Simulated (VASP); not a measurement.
A run of VASP 6.6.1 is set up as follows.

INCAR

```
  PREC = Accurate
  ENCUT = 520
  EDIFF = 1E-6
  ISMEAR = 1
  SIGMA = 0.05
  LREAL = False
  LASPH = True
  NELM = 100
  ALGO = Normal
  ISIF = 2
  LWAVE = False
  LCHARG = True
  LELF = True
  LVHAR = True
  NBANDS = 34
```

The input KPOINTS:

```
regular mesh
0
Gamma
  6 6 6
```

POSCAR

```
Tc3Ge
1.0
    0.0000000000      3.0309492398      3.0309492398
    3.0309492398      0.0000000000      3.0309492398
    3.0309492398      3.0309492398      0.0000000000
Ge Tc
1 3
Direct
    0.0000000000      0.0000000000      0.0000000000
    0.5000000000      0.5000000000      0.5000000000
    0.2500000000      0.2500000000      0.2500000000
    0.7500000000      0.7500000000      0.7500000000
```

Potentials or basis: VASP PAW LDA potentials, release 64 (Ge_d, Tc_pv).

Run with:

```console
$ cat potpaw_LDA.64/Ge_d/POTCAR potpaw_LDA.64/Tc_pv/POTCAR > POTCAR
$ mpirun -np 1 vasp_std > vasp.out
```

Question: Predict the pressure.

Answer: -3.2 GPa.

Question: Estimate the band gap on the k mesh.

Answer: Zero (an odd number of electrons rules out a gap without spin polarisation).

Caveat: the cell stands under tension.
